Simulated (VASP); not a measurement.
# SnO (P4/nmm) in VASP: notebook

Runs on SnO. Level: PBE+D3(BJ). Tasks: single point.

All numbers are computed with VASP 6.6.1; they aren't measurements. Logs are shortened: lines on timing, memory, paths and dates and some standing lists are left out, and cuts for length are marked.

### 1 The cell of the first run

Symmetry: P4/nmm, No. 129, tetragonal system. Conventional cell: a = 3.837 Å, b = 3.837 Å, c = 4.760 Å, α = 90.00°, β = 90.00°, γ = 90.00°. Within 3.0 Å of Sn (site symmetry 4mm) lie 4 O at 2.24 Å. O (site symmetry -4m2) has 4 Sn at 2.24 Å and 4 O at 2.71 Å within 3.0 Å.

### 2 Single point, PBE+D3(BJ)

Contents of INCAR:

```
PREC     = Accurate       # precision mode
ENCUT    = 910            # plane-wave cutoff, eV
EDIFF    = 1E-6           # SCF threshold, eV
ISMEAR   = 0              # smearing method
SIGMA    = 0.05           # smearing width, eV
LREAL    = False          # projectors in reciprocal space
LASPH    = True           # aspherical terms in the spheres
NELM     = 120            # most SCF steps
ALGO     = Normal         # electronic algorithm
ISIF     = 2              # what is computed and relaxed
LWAVE    = False          # write WAVECAR
LCHARG   = False          # write CHGCAR
GGA      = PE             # functional
IVDW     = 12             # dispersion correction
NBANDS   = 28             # bands
GGA_COMPAT= False
```

Contents of KPOINTS:

```
Automatic mesh
0
Gamma
  10 10 8
```

Contents of POSCAR:

```
SnO
1.0
    3.8366801318      0.0000000000      0.0000000000
    0.0000000000      3.8366801318      0.0000000000
    0.0000000000      0.0000000000      4.7603642279
Sn O
2 2
Direct
    0.5000000000      0.0000000000      0.2434009502
    0.0000000000      0.5000000000      0.7565990498
    0.0000000000      0.0000000000      0.0000000000
    0.5000000000      0.5000000000      0.0000000000
```

Potentials or basis: VASP PAW PBE potentials, release 64 (Sn_d, O_h).

The run is started by

```console
cat potpaw_PBE.64/Sn_d/POTCAR potpaw_PBE.64/O_h/POTCAR > POTCAR
mpirun -np 1 vasp_std > vasp.out
```

OUTCAR:

```text
PREC = Accurate
   ENCUT = 910
   EDIFF = 1E-6
   ISMEAR = 0
   LREAL = False
   LASPH = True
   NELM = 120
   ISIF = 2
   GGA = PE
   IVDW = 12
 IVDW          = 12

 ion  position               nearest neighbor table
   1  0.500  0.000  0.243-   3 2.24   4 2.24   4 2.24   3 2.24   2 3.57   2 3.57   2 3.57   2 3.57
                             2 3.65   2 3.65   2 3.65   2 3.65
   2  0.000  0.500  0.757-   3 2.24   4 2.24   3 2.24   4 2.24   1 3.57   1 3.57   1 3.57   1 3.57
                             1 3.65   1 3.65   1 3.65   1 3.65
   3  0.000  0.000  0.000-   1 2.24   2 2.24   2 2.24   1 2.24
   4  0.500  0.500  0.000-   1 2.24   2 2.24   1 2.24   2 2.24

  LATTYP: Found a simple tetragonal cell.
 ALAT       =     3.8366801318
 C/A-ratio  =     1.2407508743

  Lattice vectors:

 A1 = (   3.8366801318,   0.0000000000,   0.0000000000)
 A2 = (   0.0000000000,   3.8366801318,   0.0000000000)
 A3 = (   0.0000000000,   0.0000000000,   4.7603642279)

Analysis of symmetry for initial positions (statically):
=====================================================================
 Subroutine PRICEL returns:
 Original cell was already a primitive cell.

 Routine SETGRP: Setting up the symmetry group for a
 simple tetragonal supercell.

 Subroutine GETGRP returns: Found 16 space group operations
 (whereof  8 operations were pure point group operations)
 out of a pool of 16 trial point group operations.

The static configuration has the point symmetry D_2d.
 The point group associated with its full space group is D_4h.

Analysis of symmetry for dynamics (positions and initial velocities):
=====================================================================
 Subroutine PRICEL returns:
 Original cell was already a primitive cell.

 Routine SETGRP: Setting up the symmetry group for a
 simple tetragonal supercell.

 Subroutine GETGRP returns: Found 16 space group operations
 (whereof  8 operations were pure point group operations)
 out of a pool of 16 trial point group operations.

The dynamic configuration has the point symmetry D_2d.
 The point group associated with its full space group is D_4h.

 Subroutine INISYM returns: Found 16 space group operations
 (whereof  8 operations are pure point group operations),
 and found     1 'primitive' translations

----------------------------------------------------------------------------------------

                                     Primitive cell

  volume of cell :      70.0731

  direct lattice vectors                    reciprocal lattice vectors
     3.836680132  0.000000000  0.000000000     0.260642004  0.000000000  0.000000000
     0.000000000  3.836680132  0.000000000     0.000000000  0.260642004  0.000000000
     0.000000000  0.000000000  4.760364228     0.000000000  0.000000000  0.210067960

  length of vectors
     3.836680132  3.836680132  4.760364228     0.260642004  0.260642004  0.210067960

  position of ions in fractional coordinates (direct lattice)
     0.500000000  0.000000000  0.243400950
     0.000000000  0.500000000  0.756599050
     0.000000000  0.000000000  0.000000000
     0.500000000  0.500000000  0.000000000

  ion indices of the primitive-cell ions
   primitive index   ion index
                 1           1
                 2           2
                 3           3
                 4           4

----------------------------------------------------------------------------------------

 KPOINTS: Automatic mesh

Automatic generation of k-mesh.
 Grid dimensions read from file:
 generate k-points for:   10   10    8

 Generating k-lattice:

  Cartesian coordinates                     Fractional coordinates (reciprocal lattice)
     0.026064200  0.000000000  0.000000000     0.100000000  0.000000000  0.000000000
     0.000000000  0.026064200  0.000000000     0.000000000  0.100000000  0.000000000
     0.000000000  0.000000000  0.026258495     0.000000000  0.000000000  0.125000000

  Length of vectors
     0.026064200  0.026064200  0.026258495

  Shift w.r.t. Gamma in fractional coordinates (k-lattice)
     0.000000000  0.000000000  0.000000000

 Subroutine IBZKPT returns following result:
 ===========================================

 Found    105 irreducible k-points:

 Following reciprocal coordinates:
            Coordinates               Weight
  0.000000  0.000000  0.000000      1.000000
  0.100000  0.000000  0.000000      4.000000
  0.200000  0.000000  0.000000      4.000000
  0.300000  0.000000  0.000000      4.000000
  0.400000  0.000000  0.000000      4.000000
  0.500000  0.000000  0.000000      2.000000
[... 16 lines left out ...]
  0.100000  0.000000  0.125000      8.000000
  0.200000  0.000000  0.125000      8.000000
 [... further k-points ...]
   k-points           NKPTS =    105   k-points in BZ     NKDIM =    105   number of bands    NBANDS=     28
   number of dos      NEDOS =    301   number of ions     NIONS =      4
   total plane-waves  NPLWV =  76800
   dimension x,y,z NGX =    40 NGY =   40 NGZ =   48
   dimension x,y,z NGXF=    80 NGYF=   80 NGZF=   96
   ions per type =               2   2
   NGX,Y,Z   is equivalent  to a cutoff of  17.33, 17.33, 16.76 a.u.
   NGXF,Y,Z  is equivalent  to a cutoff of  34.66, 34.66, 33.53 a.u.
 SYSTEM =  unknown system
   PREC   = accura    normal or accurate (medium, high low for compatibility)
   ISTART =      0    job   : 0-new  1-cont  2-samecut
   ICHARG =      2    charge: 1-file 2-atom 10-const
   ISPIN  =      1    spin polarized calculation?
   LNONCOLLINEAR =      F non collinear calculations
   LSORBIT =      F    spin-orbit coupling
   LASPH  =      T    aspherical Exc in radial PAW
   ENCUT  =  910.0 eV  66.88 Ry    8.18 a.u.   9.44  9.44 11.71*2*pi/ulx,y,z
   NELM   =    120;   NELMIN=  2; NELMDL= -5     # of ELM steps
   EDIFF  = 0.1E-05   stopping-criterion for ELM
   LREAL  =      F    real-space projection
   EDIFFG = 0.1E-04   stopping-criterion for IOM
   NSW    =      0    number of steps for IOM
   IBRION =     -1    ionic relax: 0-MD 1-quasi-New 2-CG
   NFREE  =      0    steps in history (QN), initial steepest desc. (CG)
   ISIF   =      2    stress and relaxation
   ISYM   =      2    0-nonsym 1-usesym 2-fastsym
   POTIM  = 0.5000    time-step for ionic-motion
   TEBEG  =    0.0;   TEEND  =   0.0 temperature during run
   PSTRESS=    0.0 pullay stress
   NELECT =      40.0000    total number of electrons
   NUPDOWN=      -1.0000    fix difference up-down
   EMIN   =  10.00;   EMAX   =-10.00  energy-range for DOS
   EFERMI =   0.00;   METHOD = LEGACY
   ISMEAR =     0;   SIGMA  =   0.05  broadening in eV -4-tet -1-fermi 0-gaus
   EFERMI_NEDOS =   21; number of points for ismear=-14 and -15
   IALGO  =     38    algorithm
   IMIX   =      4    mixing-type and parameters
     AMIX     =   0.40;   BMIX     =  1.00
     AMIX_MAG =   1.60;   BMIX_MAG =  1.00
  volume/ion in A,a.u.               =      17.52       118.22
  Fermi-wavevector in a.u.,A,eV,Ry     =   1.358035  2.566314 25.092677  1.844260
  Thomas-Fermi vector in A             =   2.484903
   LORBIT       =      0    0 simple, 1 ext, 2 COOP (PROOUT), +10 PAW based schemes
   GGA     = PE    functional components
   LHFCALC =     F    Hartree Fock is set to
   AEXX    =    0.0000 exact exchange contribution
   IVDW    =    12    specifies the selected vdW correction
   LEPSILON=     F    determine dielectric tensor
   LRPA    =     F    only Hartree local field effects (RPA)
 non-spin polarized calculation
 Gauss-broadening in eV      SIGMA  =   0.05
  energy-cutoff  :      910.00
  volume of cell :       70.07
 maximum number of plane-waves:      4403
 NGX is ok and might be reduce to    40
   NGX = 19   NGY = 19   NGZ = 23

 number of electron      39.9999999 magnetization

 Free energy of the ion-electron system (eV)
  ---------------------------------------------------
  ext. energy  EPLUGINS =         0.00000000
  ---------------------------------------------------
  free energy    TOTEN  =       -22.70336497 eV

  energy without entropy =      -22.70311148  energy(sigma->0) =      -22.70323823

 E-fermi :   7.3401     XC(G=0): -10.2789

 val. band max:        7.3153604818   @ k =   0.5000   0.5000   0.0000
 cond. band min:       7.5648035112   @ k =   0.5000   0.5000   0.1250
 fundamental gap:      0.2494430294
 Fermi energy:         7.3400537400

 k-point     1 :       0.0000    0.0000    0.0000
  band No.  band energies     occupation
      1     -14.6135      2.00000
      2     -14.2211      2.00000
      3     -14.2211      2.00000
      4     -14.2119      2.00000
      5     -14.1817      2.00000
      6     -14.1732      2.00000
[... 20 lines left out ...]
     27      13.9897      0.00000
     28      14.3993      0.00000

 k-point     2 :       0.1000    0.0000    0.0000
  band No.  band energies     occupation
      1     -14.6078      2.00000
      2     -14.2194      2.00000
      3     -14.2184      2.00000
      4     -14.2106      2.00000
      5     -14.1820      2.00000
      6     -14.1697      2.00000
[... 20 lines left out ...]
     27      14.1317      0.00000
     28      15.1729      0.00000

 k-point     3 :       0.2000    0.0000    0.0000
  band No.  band energies     occupation
      1     -14.5915      2.00000
      2     -14.2433      2.00000
      3     -14.2138      2.00000
      4     -14.2108      2.00000
      5     -14.1828      2.00000
      6     -14.1827      2.00000
[... 20 lines left out ...]
     27      14.3083      0.00000
     28      16.7312      0.00000

 k-point     4 :       0.3000    0.0000    0.0000
  band No.  band energies     occupation
      1     -14.5658      2.00000
      2     -14.3298      2.00000
      3     -14.2047      2.00000
      4     -14.1999      2.00000
      5     -14.1831      2.00000
      6     -14.1794      2.00000
[... 578 lines left out ...]
     27      13.9904      0.00000
     28      14.5255      0.00000

 k-point    23 :       0.1000    0.0000    0.1250
  band No.  band energies     occupation
      1     -14.6052      2.00000
      2     -14.2193      2.00000
      3     -14.2159      2.00000
      4     -14.2106      2.00000
      5     -14.1792      2.00000
      6     -14.1680      2.00000
[... 20 lines left out ...]
     27      14.1930      0.00000
     28      15.2482      0.00000

 k-point    24 :       0.2000    0.0000    0.1250
  band No.  band energies     occupation
      1     -14.5897      2.00000
      2     -14.2518      2.00000
      3     -14.2121      2.00000
      4     -14.2065      2.00000
      5     -14.1844      2.00000
      6     -14.1780      2.00000
[... 20 lines left out ...]
     27      14.4799      0.00000
     28      16.7221      0.00000

 [... further k-points ...]

------------------------ aborting loop because EDIFF is reached ----------------------------------------

 Edisp (eV)   -0.93929

 E8    (eV) :    -0.4076

  FORCE on cell =-STRESS in cart. coord.  units (eV):
  Direction    XX          YY          ZZ          XY          YZ          ZX
  --------------------------------------------------------------------------------------
  -------------------------------------------------------------------------------------
  Total       0.02520     0.02520     0.03352     0.00000     0.00000     0.00000
  in kB       0.57628     0.57628     0.76645     0.00000     0.00000     0.00000
  external pressure =        0.64 kB  Pullay stress =        0.00 kB

 VOLUME and BASIS-vectors are now :
 -----------------------------------------------------------------------------
  energy-cutoff  :      910.00
  volume of cell :       70.07
      direct lattice vectors                 reciprocal lattice vectors
     3.836680132  0.000000000  0.000000000     0.260642004  0.000000000  0.000000000
     0.000000000  3.836680132  0.000000000     0.000000000  0.260642004  0.000000000
     0.000000000  0.000000000  4.760364228     0.000000000  0.000000000  0.210067960

 POSITION                                       TOTAL-FORCE (eV/Angst)
 -----------------------------------------------------------------------------------
      1.91834      0.00000      1.15868        -0.000000      0.000000      0.072377
      0.00000      1.91834      3.60169         0.000000      0.000000     -0.072377
      0.00000      0.00000      0.00000         0.000000      0.000000      0.000000
      1.91834      1.91834      0.00000         0.000000     -0.000000      0.000000
 -----------------------------------------------------------------------------------
    total drift:                               -0.000000      0.000000      0.000000

  FREE ENERGIE OF THE ION-ELECTRON SYSTEM (eV)
  ---------------------------------------------------
  free  energy   TOTEN  =       -23.6426578687 eV

  energy  without entropy=      -23.6424043724  energy(sigma->0) =      -23.64253112
```

Run time: 4.9 min. Hardware: 1 thread of AMD EPYC 9R14 (Zen 4), shared host; peak memory 0.51 GiB.

Results:

* Free energy: -23.6427 eV
* Pressure: 0.1 GPa
* Largest force: 0.072 eV/Å
* Dispersion energy per atom: -0.235 eV

Forces on the atoms (eV/Å):
```
Sn   0.000  0.000  0.072
Sn   0.000  0.000 -0.072
O    0.000  0.000  0.000
O    0.000  0.000  0.000
```

Levels at points of the mesh, in eV from the Fermi level:
| k point | band 17 | band 18 | band 19 | band 20 | band 21 | band 22 | band 23 | band 24 |
| --- | --- | --- | --- | --- | --- | --- | --- | --- |
| (0.00, 0.00, 0.00) | -3.37 | -3.08 | -3.08 | -0.03 | 2.13 | 4.51 | 4.51 | 4.65 |
| (0.50, 0.00, 0.00) | -4.72 | -4.72 | -2.70 | -2.70 | 3.26 | 3.26 | 5.78 | 5.78 |
| (0.50, 0.50, 0.00) | -2.43 | -2.43 | -1.88 | -1.88 | -0.02 | -0.02 | 4.52 | 4.52 |
| (0.00, 0.00, 0.50) | -3.10 | -3.10 | -3.03 | -2.11 | 1.69 | 2.80 | 2.80 | 3.54 |
| (0.50, 0.00, 0.50) | -4.67 | -4.67 | -1.70 | -1.70 | 2.67 | 2.67 | 5.25 | 5.25 |
| (0.50, 0.50, 0.50) | -2.76 | -2.76 | -2.43 | -2.43 | 2.31 | 2.31 | 4.20 | 4.20 |

Caveat: the cutoff is under 1.25 times the usual one of these potentials, so pressure, stress and relaxed cells hold a basis-set (Pulay) error; spin-orbit coupling is left out, which moves the levels of the heavy elements.

### 3 Single point, PBE+D3(BJ)

This run uses another cell than the first one, of 17.46 Å³/atom.

Contents of INCAR:

```
  ALGO = Normal
  EDIFF = 1E-6
  ENCUT = 910
  GGA = PE
  GGA_COMPAT = False
  ISIF = 2
  ISMEAR = 0
  IVDW = 12
  LASPH = True
  LCHARG = False
  LREAL = False
  LWAVE = False
  NBANDS = 28
  NELM = 120
  PREC = Accurate
  SIGMA = 0.05
```

Contents of KPOINTS:

```
k-points
0
Gamma
  10 10 8
```

Contents of POSCAR:

```
SnO
1.0
    3.7986000000      0.0000000000      0.0000000000
    0.0000000000      3.7986000000      0.0000000000
    0.0000000000      0.0000000000      4.8408000000
Sn O
2 2
Direct
    0.5000000000      0.0000000000      0.2424505333
    0.0000000000      0.5000000000      0.7575494667
    0.0000000000      0.0000000000      0.0000000000
    0.5000000000      0.5000000000      0.0000000000
```

Potentials or basis: VASP PAW PBE potentials, release 64 (Sn_d, O_h).

The run is started by

```console
cat potpaw_PBE.64/Sn_d/POTCAR potpaw_PBE.64/O_h/POTCAR > POTCAR
mpirun -np 1 vasp_std > vasp.out
```

It took 5.2 min on 1 thread of AMD EPYC 7R43 (Zen 3), shared host; peak memory 0.51 GiB.

The run converged. Its results:

- Free energy: -23.6336 eV
- Pressure: 1.0 GPa
- Largest force: 0.075 eV/Å
- Band gap on the k mesh: zero (bands 20 and 21 overlap by 0.11 eV)
- Dispersion energy per atom: -0.236 eV

Forces in eV/Å, atoms in the order of the input:
```
Sn   0.000  0.000  0.075
Sn   0.000  0.000 -0.075
O    0.000  0.000  0.000
O    0.000  0.000  0.000
```

Stress tensor (GPa, compression positive):
```
 1.66  0.00  0.00
 0.00  1.66  0.00
 0.00  0.00 -0.28
```

Levels at points of the mesh, in eV from the Fermi level:
```
           k point  band 17  band 18  band 19  band 20  band 21  band 22  band 23  band 24
(0.00, 0.00, 0.00)    -3.52    -3.13    -3.13     0.00     2.12     4.46     4.50     4.50
(0.50, 0.00, 0.00)    -4.81    -4.81    -2.86    -2.86     3.11     3.11     5.78     5.78
(0.50, 0.50, 0.00)    -2.48    -2.48    -2.02    -2.02    -0.12    -0.12     4.33     4.33
(0.00, 0.00, 0.50)    -3.17    -3.15    -3.15    -2.37     1.78     2.80     2.80     3.65
(0.50, 0.00, 0.50)    -4.77    -4.77    -1.85    -1.85     2.51     2.51     5.29     5.29
(0.50, 0.50, 0.50)    -2.83    -2.83    -2.48    -2.48     2.16     2.16     3.99     3.99
```

Caveat: the cutoff is under 1.25 times the usual one of these potentials, so pressure, stress and relaxed cells hold a basis-set (Pulay) error; semilocal functionals underestimate gaps, so a narrow gap can read as zero; spin-orbit coupling is left out, which moves the levels of the heavy elements.
